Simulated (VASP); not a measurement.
# BiN (P6_3/mmc) in VASP: relaxation of shape and atoms at fixed volume with PBEsol

Aim: the relaxation of shape and atoms at fixed volume of BiN with PBEsol.

Everything below comes from runs of VASP 6.6.1. Logs are shortened: lines on timing, memory, paths and dates and some standing lists are left out, and cuts for length are marked.

**1. The cell of the first run**

It takes space group P6_3/mmc (No. 194, hexagonal). The conventional cell has a = 3.466 Å, b = 3.466 Å, c = 6.309 Å, α = 90.00°, β = 90.00°, γ = 120.00°. Within 3.5 Å of Bi (site symmetry -3m) lie 6 N at 2.55 Å and 8 Bi at 3.15 to 3.47 Å. Within 3.5 Å of N (site symmetry -6m2) lie 6 Bi at 2.55 Å and 6 N at 3.47 Å.

**2. Relaxation of shape and atoms at fixed volume, PBEsol (16.41 Å³/atom)**

Input file INCAR:

```
SYSTEM = BiN
  ALGO = Normal
  EDIFF = 1E-6
  EDIFFG = -0.01
  ENCUT = 600
  GGA = PS
  IBRION = 2
  ISIF = 4
  ISMEAR = 0
  LASPH = .True.
  LCHARG = .False.
  LREAL = .False.
  LWAVE = .False.
  NELM = 100
  NSW = 60
  PREC = Accurate
  SIGMA = 0.05
```

Input file KPOINTS:

```
k-points
0
Gamma
  10 10 6
  0 0 0
```

Input file POSCAR:

```
BiN
1.0
    3.4658638970      0.0000000000      0.0000000000
   -1.7329319485      3.0015261809      0.0000000000
    0.0000000000      0.0000000000      6.3085889021
Bi N
2 2
Direct
    0.0000000000      0.0000000000      0.0000000000
    0.0000000000      0.0000000000      0.5000000000
    0.3333333333      0.6666666667      0.2500000000
    0.6666666667      0.3333333333      0.7500000000
```

Potentials or basis: VASP PAW PBE potentials, release 64 (Bi_d, N).

Run with:

```
$ cat potpaw_PBE.64/Bi_d/POTCAR potpaw_PBE.64/N/POTCAR > POTCAR
$ mpirun -np 1 vasp_std > vasp.out
```

OUTCAR:

```text
SYSTEM = BiN
   EDIFF = 1E-6
   EDIFFG = -0.01
   ENCUT = 600
   GGA = PS
   IBRION = 2
   ISIF = 4
   ISMEAR = 0
   LASPH = .True.
   LREAL = .False.
   NELM = 100
   NSW = 60
   PREC = Accurate

 ion  position               nearest neighbor table
   1  0.000  0.000  0.000-   3 2.55   4 2.55   4 2.55   3 2.55   4 2.55   3 2.55   2 3.15   2 3.15

   2  0.000  0.000  0.500-   3 2.55   4 2.55   4 2.55   3 2.55   4 2.55   3 2.55   1 3.15   1 3.15

   3  0.333  0.667  0.250-   1 2.55   2 2.55   1 2.55   2 2.55   1 2.55   2 2.55
   4  0.667  0.333  0.750-   1 2.55   2 2.55   1 2.55   2 2.55   1 2.55   2 2.55

  LATTYP: Found a hexagonal cell.
 ALAT       =     3.4658638970
 C/A-ratio  =     1.8202067622

  Lattice vectors:

 A1 = (   3.4658638970,   0.0000000000,   0.0000000000)
 A2 = (  -1.7329319485,   3.0015261809,   0.0000000000)
 A3 = (   0.0000000000,   0.0000000000,   6.3085889021)

Analysis of symmetry for initial positions (statically):
=====================================================================
 Subroutine PRICEL returns:
 Original cell was already a primitive cell.

 Routine SETGRP: Setting up the symmetry group for a
 hexagonal supercell.

 Subroutine GETGRP returns: Found 24 space group operations
 (whereof 12 operations were pure point group operations)
 out of a pool of 24 trial point group operations.

The static configuration has the point symmetry D_3d.
 The point group associated with its full space group is D_6h.

Analysis of symmetry for dynamics (positions and initial velocities):
=====================================================================
 Subroutine PRICEL returns:
 Original cell was already a primitive cell.

 Routine SETGRP: Setting up the symmetry group for a
 hexagonal supercell.

 Subroutine GETGRP returns: Found 24 space group operations
 (whereof 12 operations were pure point group operations)
 out of a pool of 24 trial point group operations.

The dynamic configuration has the point symmetry D_3d.
 The point group associated with its full space group is D_6h.

 Subroutine INISYM returns: Found 24 space group operations
 (whereof 12 operations are pure point group operations),
 and found     1 'primitive' translations

----------------------------------------------------------------------------------------

                                     Primitive cell

  volume of cell :      65.6275
[... 101 lines left out ...]
   POTIM  = 0.5000    time-step for ionic-motion
   TEBEG  =    0.0;   TEEND  =   0.0 temperature during run
   PSTRESS=    0.0 pullay stress
   NELECT =      40.0000    total number of electrons
   NUPDOWN=      -1.0000    fix difference up-down
   EMIN   =  10.00;   EMAX   =-10.00  energy-range for DOS
   EFERMI =   0.00;   METHOD = LEGACY
   ISMEAR =     0;   SIGMA  =   0.05  broadening in eV -4-tet -1-fermi 0-gaus
   EFERMI_NEDOS =   21; number of points for ismear=-14 and -15
   IALGO  =     38    algorithm
   IMIX   =      4    mixing-type and parameters
     AMIX     =   0.40;   BMIX     =  1.00
     AMIX_MAG =   1.60;   BMIX_MAG =  1.00
  volume/ion in A,a.u.               =      16.41       110.72
  Fermi-wavevector in a.u.,A,eV,Ry     =   1.388032  2.623001 26.213438  1.926633
  Thomas-Fermi vector in A             =   2.512197
   LORBIT       =      0    0 simple, 1 ext, 2 COOP (PROOUT), +10 PAW based schemes
   GGA     = PS    functional components
   LHFCALC =     F    Hartree Fock is set to
   AEXX    =    0.0000 exact exchange contribution
   IVDW    =     0    specifies the selected vdW correction
   LEPSILON=     F    determine dielectric tensor
   LRPA    =     F    only Hartree local field effects (RPA)
 conjugate gradient relaxation of ions
 non-spin polarized calculation
 Gauss-broadening in eV      SIGMA  =   0.05
  energy-cutoff  :      600.00
  volume of cell :       65.63
 maximum number of plane-waves:      2214
 NGX is ok and might be reduce to    28
   NGX = 13   NGY = 13   NGZ = 25

--------------------------------------- Ionic step        1  -------------------------------------------

 number of electron      40.0000013 magnetization

 Free energy of the ion-electron system (eV)
  ---------------------------------------------------
  ext. energy  EPLUGINS =         0.00000000
  ---------------------------------------------------
  free energy    TOTEN  =       -22.47895615 eV

  energy without entropy =      -22.47709973  energy(sigma->0) =      -22.47802794

------------------------ aborting loop because EDIFF is reached ----------------------------------------

  FORCE on cell =-STRESS in cart. coord.  units (eV):
  Direction    XX          YY          ZZ          XY          YZ          ZX
  --------------------------------------------------------------------------------------
  -------------------------------------------------------------------------------------
  Total        0.9917787      0.9917787      1.3870215      0.0000000      0.0000000      0.0000000
  in kB       24.2124925     24.2124925     33.8616346      0.0000000      0.0000000      0.0000000
  external PRESSURE =      27.4288732 kB  Pullay stress =       0.0000000 kB
[... 101 lines left out ...]
--------------------------------------- Ionic step        4  -------------------------------------------

 number of electron      40.0000012 magnetization

 Free energy of the ion-electron system (eV)
  ---------------------------------------------------
  ext. energy  EPLUGINS =         0.00000000
  ---------------------------------------------------
  free energy    TOTEN  =       -22.47978857 eV

  energy without entropy =      -22.47771758  energy(sigma->0) =      -22.47875308

 E-fermi :   9.2068     XC(G=0): -11.5917

 val. band max:        9.1913348960   @ k =   0.1000   0.0000   0.1667
 cond. band min:       9.2119431151   @ k =   0.4000  -0.0000   0.1667
 fundamental gap:      0.0206082191
 Fermi energy:         9.2067751185

 k-point     1 :       0.0000    0.0000    0.0000
  band No.  band energies     occupation
      1     -14.2697      2.00000
      2     -14.0646      2.00000
      3     -14.0646      2.00000
      4     -14.0432      2.00000
      5     -14.0432      2.00000
      6     -13.9910      2.00000
[... 637 lines left out ...]
     23      12.0327      0.00000
     24      13.0619      0.00000

 [... further k-points ...]

------------------------ aborting loop because EDIFF is reached ----------------------------------------

  FORCE on cell =-STRESS in cart. coord.  units (eV):
  Direction    XX          YY          ZZ          XY          YZ          ZX
  --------------------------------------------------------------------------------------
  -------------------------------------------------------------------------------------
  Total        1.0472384      1.0472384      1.0268603      0.0000000      0.0000000      0.0000000
  in kB       25.5664409     25.5664409     25.0689461      0.0000000      0.0000000      0.0000000
  external PRESSURE =      25.4006093 kB  Pullay stress =       0.0000000 kB
[... 19 lines left out ...]
  FREE ENERGIE OF THE ION-ELECTRON SYSTEM (eV)
  ---------------------------------------------------
  free  energy   TOTEN  =       -22.4797885724 eV

  energy  without entropy=      -22.4777175817  energy(sigma->0) =      -22.47875308

 reached required accuracy - stopping structural energy minimisation
```

OSZICAR:

```text
N       E                     dE             d eps       ncg     rms          rms(c)
DAV:   1     0.451965387631E+03    0.45197E+03   -0.23171E+04  2688   0.235E+03
DAV:   2     0.241198162656E+02   -0.42785E+03   -0.42251E+03  2888   0.573E+02
DAV:   3    -0.240686263328E+02   -0.48188E+02   -0.46477E+02  3328   0.188E+02
[... 30 lines left out ...]
DAV:   1    -0.224800804129E+02   -0.33225E-03   -0.12975E-02  2912   0.938E-01    0.854E-02
DAV:   2    -0.224798885054E+02    0.19191E-03   -0.61470E-04  3792   0.283E-01    0.522E-02
DAV:   3    -0.224797951341E+02    0.93371E-04   -0.16227E-04  3848   0.136E-01    0.175E-02
DAV:   4    -0.224797886443E+02    0.64898E-05   -0.47235E-05  4136   0.570E-02    0.395E-03
DAV:   5    -0.224797885724E+02    0.71892E-07   -0.45820E-06  2768   0.226E-02
   4 F= -.22479789E+02 E0= -.22478753E+02  d E =-.832425E-03
```

Run time: 4.2 min. Hardware: 1 thread of Intel Xeon Platinum 8488C (Sapphire Rapids), shared host; peak memory 0.25 GiB.

Results:

```
Free energy               : -22.4798 eV
Energy gained by relaxing : 0.2 meV/atom
Ionic steps               : 4
Pressure after relaxing   : 2.5 GPa
Band gap on the k mesh    : zero (bands 20 and 21 overlap by 1.12 eV)
```

The path:
```
step  energy change (eV)  largest force (eV/Å)  pressure (GPa)  volume (Å³)
   1              0.0000                0.0000            2.74        65.63
   2             -0.0008                0.0000            2.60        65.63
   3             -0.0008                0.0000            2.49        65.63
   4             -0.0008                0.0000            2.54        65.63
```

Final structure:
```
CELL_PARAMETERS angstrom
3.45801 0.00000 0.00000
-1.72901 2.99473 0.00000
0.00000 0.00000 6.33727
ATOMIC_POSITIONS crystal
Bi 0.00000 0.00000 0.00000
Bi 0.00000 0.00000 0.50000
N 0.33333 0.66667 0.25000
N 0.66667 0.33333 0.75000
```

Caveat: the PAW data sets were made with another functional, which shifts forces and pressure a little; spin-orbit coupling is left out, which moves the levels of the heavy elements.
